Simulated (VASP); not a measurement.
# Pt (Pm-3m) in VASP: a series of runs, part 3 of 3

VASP 6.6.1. The steps go on from the part before.

### Step 6. Single point, PBE

This run uses another cell than the first one, of 18.07 Å³/atom, 1.471 times its volume.

INCAR

```
SYSTEM = Pt
  PREC = Accurate
  ENCUT = 520
  EDIFF = 1E-6
  ISMEAR = -1
  SIGMA = 0.05
  LREAL = .False.
  LASPH = .True.
  NELM = 60
  ALGO = Normal
  ISIF = 2
  LWAVE = .False.
  LCHARG = .False.
  GGA = PE
  NBANDS = 11
```

KPOINTS

```
regular mesh
0
Gamma
  16 16 16
  0 0 0
```

POSCAR

```
Pt
1.0
    2.6243521135      0.0000000000      0.0000000000
    0.0000000000      2.6243521135      0.0000000000
    0.0000000000      0.0000000000      2.6243521135
Pt
1
Direct
    0.0000000000      0.0000000000      0.0000000000
```

Potentials or basis: VASP PAW PBE potentials, release 64 (Pt).

The run is started by

```
> cat potpaw_PBE.64/Pt/POTCAR > POTCAR
> mpirun -np 1 vasp_std > vasp.out
```

OUTCAR:

```text
SYSTEM = Pt
   PREC = Accurate
   ENCUT = 520
   EDIFF = 1E-6
   ISMEAR = -1
   LREAL = .False.
   LASPH = .True.
   NELM = 60
   ISIF = 2
   GGA = PE

 ion  position               nearest neighbor table
   1  0.000  0.000  0.000-

  LATTYP: Found a simple cubic cell.
 ALAT       =     2.6243521135

  Lattice vectors:

 A1 = (   2.6243521135,   0.0000000000,   0.0000000000)
 A2 = (   0.0000000000,   2.6243521135,   0.0000000000)
 A3 = (   0.0000000000,   0.0000000000,   2.6243521135)

Analysis of symmetry for initial positions (statically):
=====================================================================
 Subroutine PRICEL returns:
 Original cell was already a primitive cell.

 Routine SETGRP: Setting up the symmetry group for a
 simple cubic supercell.

 Subroutine GETGRP returns: Found 48 space group operations
 (whereof 48 operations were pure point group operations)
 out of a pool of 48 trial point group operations.

The static configuration has the point symmetry O_h .

Analysis of symmetry for dynamics (positions and initial velocities):
=====================================================================
 Subroutine PRICEL returns:
 Original cell was already a primitive cell.

 Routine SETGRP: Setting up the symmetry group for a
 simple cubic supercell.

 Subroutine GETGRP returns: Found 48 space group operations
 (whereof 48 operations were pure point group operations)
 out of a pool of 48 trial point group operations.

The dynamic configuration has the point symmetry O_h .

 Subroutine INISYM returns: Found 48 space group operations
 (whereof 48 operations are pure point group operations),
 and found     1 'primitive' translations

----------------------------------------------------------------------------------------

                                     Primitive cell

  volume of cell :      18.0745
[... 100 lines left out ...]
   EMIN   =  10.00;   EMAX   =-10.00  energy-range for DOS
   EFERMI =   0.00;   METHOD = LEGACY
   ISMEAR =    -1;   SIGMA  =   0.05  broadening in eV -4-tet -1-fermi 0-gaus
   EFERMI_NEDOS =   21; number of points for ismear=-14 and -15
   IALGO  =     38    algorithm
   IMIX   =      4    mixing-type and parameters
     AMIX     =   0.40;   BMIX     =  1.00
     AMIX_MAG =   1.60;   BMIX_MAG =  1.00
  volume/ion in A,a.u.               =      18.07       121.97
  Fermi-wavevector in a.u.,A,eV,Ry     =   1.343959  2.539714 24.575198  1.806226
  Thomas-Fermi vector in A             =   2.471991
   LORBIT       =      0    0 simple, 1 ext, 2 COOP (PROOUT), +10 PAW based schemes
   GGA     = PE    functional components
[... 5 lines left out ...]
 non-spin polarized calculation
  energy-cutoff  :      520.00
  volume of cell :       18.07
 maximum number of plane-waves:       500
 NGX is ok and might be reduce to    20
   NGX =  9   NGY =  9   NGZ =  9

 number of electron      10.0000002 magnetization

 Free energy of the ion-electron system (eV)
  ---------------------------------------------------
  ext. energy  EPLUGINS =         0.00000000
  ---------------------------------------------------
  free energy    TOTEN  =        -5.65018311 eV

  energy without entropy =       -5.63810241  energy(sigma->0) =       -5.64414276

 E-fermi :   8.2007     XC(G=0): -12.2709

 val. band max:        8.1893078117   @ k =   0.1250   0.1250   0.0000
 cond. band min:       8.2108113758   @ k =   0.3125   0.2500   0.2500
 fundamental gap:      0.0215035640
 Fermi energy:         8.2006542336

 k-point     1 :       0.0000    0.0000    0.0000
  band No.  band energies     occupation
      1      -0.1854      2.00000
      2       2.5660      2.00000
      3       2.5660      2.00000
      4       8.4706      0.00901
      5       8.4706      0.00901
      6       8.4706      0.00901
      7      23.3581      0.00000
      8      23.3581      0.00000
      9      23.3581      0.00000
     10      29.0483      0.00000
     11      31.7475      0.00000
[... 309 lines left out ...]
 k-point    24 :       0.5000    0.1250    0.0000
  band No.  band energies     occupation
      1       2.7723      2.00000
      2       3.5833      2.00000
      3       5.1394      2.00000
      4       6.4014      2.00000
      5       8.3483      0.09915
      6       8.9924      0.00000
      7      12.6237      0.00000
      8      24.8828      0.00000
      9      26.8089      0.00000
     10      27.2059      0.00000
     11      30.2356      0.00000

 [... further k-points ...]
[... 5 lines left out ...]
  --------------------------------------------------------------------------------------
  -------------------------------------------------------------------------------------
  Total       -0.0539100     -0.0539100     -0.0539100      0.0000000      0.0000000     -0.0000000
  in kB       -4.7787463     -4.7787463     -4.7787463      0.0000000      0.0000000     -0.0000000
  external PRESSURE =      -4.7787463 kB  Pullay stress =       0.0000000 kB

 VOLUME and BASIS-vectors are now :
 -----------------------------------------------------------------------------
  energy-cutoff  :      520.00
  volume of cell :       18.07
      direct lattice vectors                 reciprocal lattice vectors
     2.624352114  0.000000000  0.000000000     0.381046429  0.000000000  0.000000000
     0.000000000  2.624352114  0.000000000     0.000000000  0.381046429  0.000000000
     0.000000000  0.000000000  2.624352114     0.000000000  0.000000000  0.381046429

 POSITION                                       TOTAL-FORCE (eV/Angst)
 -----------------------------------------------------------------------------------
      0.00000      0.00000      0.00000         0.000000      0.000000      0.000000
 -----------------------------------------------------------------------------------
    total drift:                               -0.000000      0.000000      0.000000

  FREE ENERGIE OF THE ION-ELECTRON SYSTEM (eV)
  ---------------------------------------------------
  free  energy   TOTEN  =        -5.6501831059 eV

  energy  without entropy=       -5.6381024143  energy(sigma->0) =       -5.64414276
```

OSZICAR:

```text
N       E                     dE             d eps       ncg     rms          rms(c)
DAV:   1     0.398593051060E+02    0.39859E+02   -0.52292E+03  3678   0.826E+02
DAV:   2    -0.537045430469E+01   -0.45230E+02   -0.43095E+02  4095   0.170E+02
DAV:   3    -0.599515174436E+01   -0.62470E+00   -0.62003E+00  4270   0.191E+01
DAV:   4    -0.599842138406E+01   -0.32696E-02   -0.32693E-02  4146   0.159E+00
DAV:   5    -0.599845664093E+01   -0.35257E-04   -0.35256E-04  4254   0.159E-01    0.885E+00
DAV:   6    -0.567272945813E+01    0.32573E+00   -0.87386E-01  3846   0.715E+00    0.469E+00
DAV:   7    -0.565276633439E+01    0.19963E-01   -0.61816E-02  4192   0.189E+00    0.223E+00
DAV:   8    -0.565025585315E+01    0.25105E-02   -0.29009E-03  4101   0.460E-01    0.301E-01
DAV:   9    -0.565017972098E+01    0.76132E-04   -0.30318E-05  4107   0.490E-02    0.298E-02
DAV:  10    -0.565018305945E+01   -0.33385E-05   -0.14520E-06  4206   0.122E-02    0.859E-04
DAV:  11    -0.565018310588E+01   -0.46429E-07   -0.64991E-08  2220   0.204E-03
   1 F= -.56501831E+01 E0= -.56441428E+01  d E =-.120807E-01
```

Wall time 7.6 s (1 thread of Intel Xeon 6975P-C (Granite Rapids), shared host); peak memory 0.14 GiB.

Results:

| Item | Value |
| --- | --- |
| Free energy | -5.6502 eV |
| Pressure | -0.5 GPa |
| Band gap on the k mesh | zero (band 5 reaches 10.21 eV, above the bottom of band 6 at 7.13 eV) |

Levels at points of the mesh, in eV from the Fermi level:
| k point | band 3 | band 4 | band 5 | band 6 | band 7 | band 8 |
| --- | --- | --- | --- | --- | --- | --- |
| (0.00, 0.00, 0.00) | -5.63 | 0.27 | 0.27 | 0.27 | 15.16 | 15.16 |
| (0.50, 0.00, 0.00) | -1.85 | -1.85 | -0.48 | 0.48 | 4.39 | 16.49 |
| (0.50, 0.50, 0.00) | -1.46 | -1.46 | 1.87 | 4.47 | 4.47 | 9.43 |
| (0.50, 0.50, 0.50) | -4.79 | 2.01 | 2.01 | 9.96 | 9.96 | 9.96 |

Caveat: spin-orbit coupling is left out, which moves the levels of the heavy elements.

### Step 7. Overview

```tsv
cell	gap on the mesh (eV)	pressure (GPa)
a = 2.308 Å, 1 atom	none	194.4
a = 2.416 Å, 1 atom	none	88.2
a = 2.515 Å, 1 atom	none	32.7
a = 2.624 Å, 1 atom	none	-0.5
```

Alike in all rows: task single point; level PBE; potentials or basis VASP PAW PBE potentials, release 64 (Pt); no spin polarisation; k mesh 16 × 16 × 16; cutoff (eV) 520; smearing fermi-dirac 0.05 eV.

Caveats: spin-orbit coupling is left out, which moves the levels of the heavy elements.

Absolute energies hang on the potentials; compare differences alone.
